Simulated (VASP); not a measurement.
# Ta4S in VASP: further runs

Runs on Ta4S. Level: PBE. Tasks: single point, relaxation of the atoms.

All numbers are computed with VASP 6.6.1; they aren't measurements. Logs are shortened: lines on timing, memory, paths and dates and some standing lists are left out, and cuts for length are marked.

## Step 1: The cell of the first run

The cell holds a slab with vacuum, 5 atoms: a = 3.319 Å, b = 3.319 Å, c = 20.300 Å, α = 90.00°, β = 90.00°, γ = 90.00°.

## Step 2: Single point, PBE

Contents of INCAR:

```
SYSTEM = Ta4S
PREC     = Accurate       ! precision mode
ENCUT    = 520            ! plane-wave cutoff, eV
EDIFF    = 1E-6           ! SCF threshold, eV
ISMEAR   = 0              ! smearing method
SIGMA    = 0.1            ! smearing width, eV
LREAL    = .False.        ! projectors in reciprocal space
LASPH    = .True.         ! aspherical terms in the spheres
NELM     = 80             ! most SCF steps
ALGO     = Normal         ! electronic algorithm
ISIF     = 2              ! what is computed and relaxed
LWAVE    = .False.        ! write WAVECAR
LCHARG   = .False.        ! write CHGCAR
LDIPOL   = .True.       
IDIPOL   = 3            
DIPOL    = 0.5 0.5 0.363
GGA      = PE             ! functional
NBANDS   = 33             ! bands
```

Contents of KPOINTS:

```
regular mesh
0
Gamma
  8 8 1
  0 0 0
```

Contents of POSCAR:

```
Ta4S
1.0
    3.3189671341      0.0000000000      0.0000000000
    0.0000000000      3.3189671341      0.0000000000
    0.0000000000      0.0000000000     20.2996559613
Ta S
4 1
Direct
    0.5000000000      0.5000000000      0.1970476745
    0.0000000000      0.0000000000      0.2787970189
    0.5000000000      0.5000000000      0.3599139055
    0.0000000000      0.0000000000      0.4334879359
    0.0000000000      0.0000000000      0.5436648486
```

Potentials or basis: VASP PAW PBE potentials, release 64 (Ta_pv, S).

Launch:

```sh
cat potpaw_PBE.64/Ta_pv/POTCAR potpaw_PBE.64/S/POTCAR > POTCAR
mpirun -np 1 vasp_std > vasp.out
```

OUTCAR:

```text
SYSTEM = Ta4S
   PREC = Accurate
   ENCUT = 520
   EDIFF = 1E-6
   ISMEAR = 0
   LREAL = .False.
   LASPH = .True.
   NELM = 80
   ISIF = 2
   GGA = PE

 ion  position               nearest neighbor table
   1  0.500  0.500  0.197-   2 2.87   2 2.87   2 2.87   2 2.87   3 3.31
   2  0.000  0.000  0.279-   3 2.87   3 2.87   3 2.87   3 2.87   1 2.87   1 2.87   1 2.87   1 2.87
                             4 3.14
   3  0.500  0.500  0.360-   4 2.78   4 2.78   4 2.78   4 2.78   2 2.87   2 2.87   2 2.87   2 2.87
                             1 3.31
   4  0.000  0.000  0.433-   5 2.24   3 2.78   3 2.78   3 2.78   3 2.78   2 3.14
   5  0.000  0.000  0.544-   4 2.24

  LATTYP: Found a simple tetragonal cell.
 ALAT       =     3.3189671341
 C/A-ratio  =     6.1162569984

  Lattice vectors:

 A1 = (   3.3189671341,   0.0000000000,   0.0000000000)
 A2 = (   0.0000000000,   3.3189671341,   0.0000000000)
 A3 = (   0.0000000000,   0.0000000000,  20.2996559613)

Analysis of symmetry for initial positions (statically):
=====================================================================
 Subroutine PRICEL returns:
 Original cell was already a primitive cell.

 Routine SETGRP: Setting up the symmetry group for a
 simple tetragonal supercell.

 Subroutine GETGRP returns: Found  8 space group operations
 (whereof  8 operations were pure point group operations)
 out of a pool of 16 trial point group operations.

The static configuration has the point symmetry C_4v.

Analysis of symmetry for dynamics (positions and initial velocities):
=====================================================================
 Subroutine PRICEL returns:
 Original cell was already a primitive cell.

 Routine SETGRP: Setting up the symmetry group for a
 simple tetragonal supercell.

 Subroutine GETGRP returns: Found  8 space group operations
 (whereof  8 operations were pure point group operations)
 out of a pool of 16 trial point group operations.

The dynamic configuration has the point symmetry C_4v.

 Subroutine INISYM returns: Found  8 space group operations
 (whereof  8 operations are pure point group operations),
 and found     1 'primitive' translations

----------------------------------------------------------------------------------------

                                     Primitive cell

  volume of cell :     223.6117

[... 91 lines left out ...]
   ISYM   =      2    0-nonsym 1-usesym 2-fastsym
   POTIM  = 0.5000    time-step for ionic-motion
   TEBEG  =    0.0;   TEEND  =   0.0 temperature during run
   PSTRESS=    0.0 pullay stress
   NELECT =      50.0000    total number of electrons
   NUPDOWN=      -1.0000    fix difference up-down
   EMIN   =  10.00;   EMAX   =-10.00  energy-range for DOS
   EFERMI =   0.00;   METHOD = LEGACY
   ISMEAR =     0;   SIGMA  =   0.10  broadening in eV -4-tet -1-fermi 0-gaus
   EFERMI_NEDOS =   21; number of points for ismear=-14 and -15
   IALGO  =     38    algorithm
   IMIX   =      4    mixing-type and parameters
     AMIX     =   0.40;   BMIX     =  1.00
     AMIX_MAG =   1.60;   BMIX_MAG =  1.00
  volume/ion in A,a.u.               =      44.72       301.80
  Fermi-wavevector in a.u.,A,eV,Ry     =   0.993650  1.877726 13.433572  0.987340
  Thomas-Fermi vector in A             =   2.125546
   LORBIT       =      0    0 simple, 1 ext, 2 COOP (PROOUT), +10 PAW based schemes
   GGA     = PE    functional components
   LHFCALC =     F    Hartree Fock is set to
   AEXX    =    0.0000 exact exchange contribution
   IVDW    =     0    specifies the selected vdW correction
   LEPSILON=     F    determine dielectric tensor
   LRPA    =     F    only Hartree local field effects (RPA)
 non-spin polarized calculation
 Gauss-broadening in eV      SIGMA  =   0.10
  energy-cutoff  :      520.00
  volume of cell :      223.61
 maximum number of plane-waves:      6059
 NGX is ok and might be reduce to    28
   NGX = 13   NGY = 13   NGZ = 75

 dipolmoment           0.000000      0.000000     -0.005888 electrons x Angstroem

 number of electron      49.9999994 magnetization

 dipolmoment           0.000000      0.000000      0.145775 electrons x Angstroem

 Free energy of the ion-electron system (eV)
  ---------------------------------------------------
  ext. energy  EPLUGINS =         0.00000000
  ---------------------------------------------------
  free energy    TOTEN  =       -48.60042494 eV

  energy without entropy =      -48.57508519  energy(sigma->0) =      -48.58775507

 E-fermi :  -0.7101     XC(G=0):  -6.0195

 val. band max:       -0.7318298132   @ k =   0.5000   0.0000   0.0000
 cond. band min:      -0.6960242455   @ k =   0.1250   0.1250   0.0000
 fundamental gap:      0.0358055677
 Fermi energy:        -0.7101070528

 k-point     1 :       0.0000    0.0000    0.0000
  band No.  band energies     occupation
      1     -35.7012      2.00000
      2     -35.5151      2.00000
      3     -35.5151      2.00000
      4     -34.7829      2.00000
      5     -34.7829      2.00000
      6     -34.7518      2.00000
[... 529 lines left out ...]
     32       3.0946      0.00000
     33       3.3512      0.00000

------------------------ aborting loop because EDIFF is reached ----------------------------------------

 vacuum level on the upper side and lower side of the slab       (xc-potential included)         0.944        -1.425

  FORCE on cell =-STRESS in cart. coord.  units (eV):
  Direction    XX          YY          ZZ          XY          YZ          ZX
  --------------------------------------------------------------------------------------
  -------------------------------------------------------------------------------------
  Total       -2.5689391     -2.5689391      1.9484089      0.0000000      0.0000000      0.0000000
  in kB      -18.4064401    -18.4064401     13.9603437      0.0000000      0.0000000      0.0000000
  external PRESSURE =      -7.6175122 kB  Pullay stress =       0.0000000 kB

 VOLUME and BASIS-vectors are now :
 -----------------------------------------------------------------------------
  energy-cutoff  :      520.00
  volume of cell :      223.61
      direct lattice vectors                 reciprocal lattice vectors
     3.318967134  0.000000000  0.000000000     0.301298555  0.000000000  0.000000000
     0.000000000  3.318967134  0.000000000     0.000000000  0.301298555  0.000000000
     0.000000000  0.000000000 20.299655961     0.000000000  0.000000000  0.049261919

 POSITION                                       TOTAL-FORCE (eV/Angst)
 -----------------------------------------------------------------------------------
      1.65948      1.65948      4.00000         0.000000     -0.000000      1.158663
      0.00000      0.00000      5.65948        -0.000000      0.000000     -1.485478
      1.65948      1.65948      7.30613         0.000000     -0.000000     -1.908833
      0.00000      0.00000      8.79966        -0.000000      0.000000      2.226739
      0.00000      0.00000     11.03621         0.000000      0.000000      0.008909
 -----------------------------------------------------------------------------------
    total drift:                               -0.000000      0.000000      0.000324

  FREE ENERGIE OF THE ION-ELECTRON SYSTEM (eV)
  ---------------------------------------------------
  free  energy   TOTEN  =       -48.6004249397 eV

  energy  without entropy=      -48.5750851924  energy(sigma->0) =      -48.58775507

 vacuum level on the upper side and lower side of the slab         5.500         3.042
```

OSZICAR:

```text
N       E                     dE             d eps       ncg     rms          rms(c)
DAV:   1     0.373171247423E+03    0.37317E+03   -0.27239E+04  1254   0.132E+03
DAV:   2    -0.343556445756E+02   -0.40753E+03   -0.39703E+03  1247   0.337E+02
DAV:   3    -0.527764872706E+02   -0.18421E+02   -0.17729E+02  1225   0.632E+01
[... 22 lines left out ...]
DAV:  26    -0.486004125306E+02   -0.66601E-05   -0.13780E-06   801   0.542E-03    0.268E-03
DAV:  27    -0.486004190068E+02   -0.64762E-05   -0.42628E-07   693   0.234E-03    0.216E-03
DAV:  28    -0.486004216042E+02   -0.25974E-05   -0.18809E-07   552   0.318E-03    0.136E-03
DAV:  29    -0.486004245271E+02   -0.29229E-05   -0.29700E-07   642   0.271E-03    0.708E-04
DAV:  30    -0.486004249397E+02   -0.41262E-06   -0.64342E-08   528   0.117E-03
   1 F= -.48600425E+02 E0= -.48587755E+02  d E =-.253397E-01
```

Wall time 6.8 min (1 thread of Intel Xeon 8259CL, shared host); peak memory 0.39 GiB.

What came out:

```yaml
Free_energy: -48.6004 eV
Largest_force: 2.227 eV/Å
Band_gap_on_the_k_mesh: zero (bands 25 and 26 overlap by 1.05 eV)
```

Forces on the atoms (eV/Å):
```
Ta   0.000  0.000  1.159
Ta   0.000  0.000 -1.485
Ta   0.000  0.000 -1.909
Ta   0.000  0.000  2.227
S    0.000  0.000  0.009
```

Caveat: spin-orbit coupling is left out, which moves the levels of the heavy elements.

## Step 3: Single point, PBE

Contents of INCAR:

```
SYSTEM = Ta4S
ALGO     = Normal         ! electronic algorithm
DIPOL    = 0.5 0.5 0.352
EDIFF    = 1E-6           ! SCF threshold, eV
ENCUT    = 520            ! plane-wave cutoff, eV
GGA      = PE             ! functional
IDIPOL   = 3            
ISIF     = 2              ! what is computed and relaxed
ISMEAR   = 0              ! smearing method
LASPH    = .True.         ! aspherical terms in the spheres
LCHARG   = .True.         ! write CHGCAR
LDIPOL   = .True.       
LELF     = .True.         ! ELF
LREAL    = .False.        ! projectors in reciprocal space
LVACPOTAV= .True.       
LVHAR    = .True.       
LWAVE    = .False.        ! write WAVECAR
NBANDS   = 33             ! bands
NELM     = 60             ! most SCF steps
PREC     = Accurate       ! precision mode
SIGMA    = 0.1            ! smearing width, eV
```

Contents of KPOINTS:

```
k-points
0
Gamma
  8 8 1
  0 0 0
```

POSCAR, as its differences from that of step 2:

```diff
@@ -12,2 +12,2 @@
     0.0000000000      0.0000000000      0.4334879359
-    0.0000000000      0.0000000000      0.5436648486
+    0.5000000000      0.5000000000      0.4895801288
```

Potentials or basis: VASP PAW PBE potentials, release 64 (Ta_pv, S).

Launch:

```sh
cat potpaw_PBE.64/Ta_pv/POTCAR potpaw_PBE.64/S/POTCAR > POTCAR
mpirun -np 1 vasp_std > vasp.out
```

OUTCAR:

```text
SYSTEM = Ta4S
   EDIFF = 1E-6
   ENCUT = 520
   GGA = PE
   ISIF = 2
   ISMEAR = 0
   LASPH = .True.
   LREAL = .False.
   NELM = 60
   PREC = Accurate

 ion  position               nearest neighbor table
   1  0.500  0.500  0.197-   2 2.87   2 2.87   2 2.87   2 2.87   3 3.31
   2  0.000  0.000  0.279-   3 2.87   3 2.87   3 2.87   3 2.87   1 2.87   1 2.87   1 2.87   1 2.87
                             4 3.14
   3  0.500  0.500  0.360-   5 2.63   4 2.78   4 2.78   4 2.78   4 2.78   2 2.87   2 2.87   2 2.87
                             2 2.87   1 3.31
   4  0.000  0.000  0.433-   5 2.61   5 2.61   5 2.61   5 2.61   3 2.78   3 2.78   3 2.78   3 2.78
                             2 3.14
   5  0.500  0.500  0.490-   4 2.61   4 2.61   4 2.61   4 2.61   3 2.63

  LATTYP: Found a simple tetragonal cell.
 ALAT       =     3.3189671341
 C/A-ratio  =     6.1162569984

  Lattice vectors:

 A1 = (   3.3189671341,   0.0000000000,   0.0000000000)
 A2 = (   0.0000000000,   3.3189671341,   0.0000000000)
 A3 = (   0.0000000000,   0.0000000000,  20.2996559613)

Analysis of symmetry for initial positions (statically):
=====================================================================
 Subroutine PRICEL returns:
 Original cell was already a primitive cell.

[... 177 lines left out ...]
 k-point     1 :       0.0000    0.0000    0.0000
  band No.  band energies     occupation
      1     -34.7967      2.00000
      2     -34.7778      2.00000
      3     -34.7778      2.00000
      4     -34.6583      2.00000
      5     -34.6196      2.00000
      6     -34.6196      2.00000
[... 529 lines left out ...]
     32       3.6804      0.00000
     33       4.1992      0.00000

------------------------ aborting loop because EDIFF is reached ----------------------------------------

  FORCE on cell =-STRESS in cart. coord.  units (eV):
  Direction    XX          YY          ZZ          XY          YZ          ZX
  --------------------------------------------------------------------------------------
  -------------------------------------------------------------------------------------
  Total       -1.9901634     -1.9901634      0.8297072      0.0000000     -0.0000000      0.0000000
  in kB      -14.2595147    -14.2595147      5.9448494      0.0000000     -0.0000000      0.0000000
  external PRESSURE =      -7.5247267 kB  Pullay stress =       0.0000000 kB

 VOLUME and BASIS-vectors are now :
 -----------------------------------------------------------------------------
  energy-cutoff  :      520.00
  volume of cell :      223.61
      direct lattice vectors                 reciprocal lattice vectors
     3.318967134  0.000000000  0.000000000     0.301298555  0.000000000  0.000000000
     0.000000000  3.318967134  0.000000000     0.000000000  0.301298555  0.000000000
     0.000000000  0.000000000 20.299655961     0.000000000  0.000000000  0.049261919

 POSITION                                       TOTAL-FORCE (eV/Angst)
 -----------------------------------------------------------------------------------
      1.65948      1.65948      4.00000         0.000000     -0.000000      1.035403
      0.00000      0.00000      5.65948        -0.000000     -0.000000     -0.723154
      1.65948      1.65948      7.30613         0.000000      0.000000     -2.375239
      0.00000      0.00000      8.79966         0.000000     -0.000000      2.050822
      1.65948      1.65948      9.93831         0.000000     -0.000000      0.012168
 -----------------------------------------------------------------------------------
    total drift:                                0.000000      0.000000     -0.000148

  FREE ENERGIE OF THE ION-ELECTRON SYSTEM (eV)
  ---------------------------------------------------
  free  energy   TOTEN  =       -50.9690558553 eV

  energy  without entropy=      -50.9539204914  energy(sigma->0) =      -50.96148817

 vacuum level on the upper side and lower side of the slab         4.270         4.285
```

OSZICAR:

```text
N       E                     dE             d eps       ncg     rms          rms(c)
DAV:   1     0.380845382851E+03    0.38085E+03   -0.27384E+04  1254   0.132E+03
DAV:   2    -0.351059737877E+02   -0.41595E+03   -0.40427E+03  1199   0.340E+02
DAV:   3    -0.550419385736E+02   -0.19936E+02   -0.19383E+02  1273   0.650E+01
[... 20 lines left out ...]
DAV:  24    -0.509690387453E+02   -0.14148E-04   -0.10082E-06   879   0.466E-03    0.220E-03
DAV:  25    -0.509690502924E+02   -0.11547E-04   -0.19950E-06   961   0.565E-03    0.196E-03
DAV:  26    -0.509690532276E+02   -0.29352E-05   -0.46892E-07   756   0.346E-03    0.949E-04
DAV:  27    -0.509690551476E+02   -0.19201E-05   -0.11802E-07   699   0.143E-03    0.617E-04
DAV:  28    -0.509690558553E+02   -0.70770E-06   -0.73389E-08   731   0.788E-04
   1 F= -.50969056E+02 E0= -.50961488E+02  d E =-.151354E-01
```

stdout:

```text
POSCAR found type information on POSCAR TaS
 POSCAR found :  2 types and       5 ions
 scaLAPACK will be used
 LDA part: xc-table for (Slater+PW92), standard interpolation
 POSCAR, INCAR and KPOINTS ok, starting setup
 FFT: planning ... GRIDC
 FFT: planning ... GRID_SOFT
 FFT: planning ... GRID
 WAVECAR not read
 entering main loop
 -----------------------------------------------------------------------------
|                                                                             |
|           W    W    AA    RRRRR   N    N  II  N    N   GGGG   !!!           |
|           W    W   A  A   R    R  NN   N  II  NN   N  G    G  !!!           |
|           W    W  A    A  R    R  N N  N  II  N N  N  G       !!!           |
|           W WW W  AAAAAA  RRRRR   N  N N  II  N  N N  G  GGG   !            |
|           WW  WW  A    A  R   R   N   NN  II  N   NN  G    G                |
|           W    W  A    A  R    R  N    N  II  N    N   GGGG   !!!           |
|                                                                             |
|     Did not find any points to average over, which means that no vacuum     |
|     field-free region was found. Please increase the size of  your cell     |
|     in the dimension of the dipole correction to obtain accurate            |
|     workfunction values.                                                    |
|                                                                             |
 -----------------------------------------------------------------------------
```

Wall time 6.9 min (1 thread of Intel Xeon 8259CL, shared host); peak memory 0.39 GiB.

Results:

- Free energy: -50.9691 eV
- Largest force: 2.375 eV/Å
- Band gap on the k mesh: zero (bands 25 and 26 overlap by 0.25 eV)

Forces in eV/Å, atoms in the order of the input:
```
Ta   0.000  0.000  1.035
Ta   0.000  0.000 -0.723
Ta   0.000  0.000 -2.375
Ta   0.000  0.000  2.051
S    0.000  0.000  0.012
```

Levels at points of the mesh, in eV from the Fermi level:
```tsv
k point	band 22	band 23	band 24	band 25	band 26	band 27	band 28	band 29
(0.00, 0.00, 0.00)	-0.43	-0.08	-0.02	0.25	0.25	0.54	0.54	1.37
(0.50, 0.00, 0.00)	-1.47	-0.99	-0.84	-0.10	0.05	0.98	1.07	1.51
(0.50, 0.50, 0.00)	-1.76	-1.76	-0.44	-0.44	1.80	2.08	2.08	2.32
```

Caveat: spin-orbit coupling is left out, which moves the levels of the heavy elements.

(Continued in part 2 of 2.)

The gap in the log of VASP goes by the Fermi energy; the results here count the filled bands.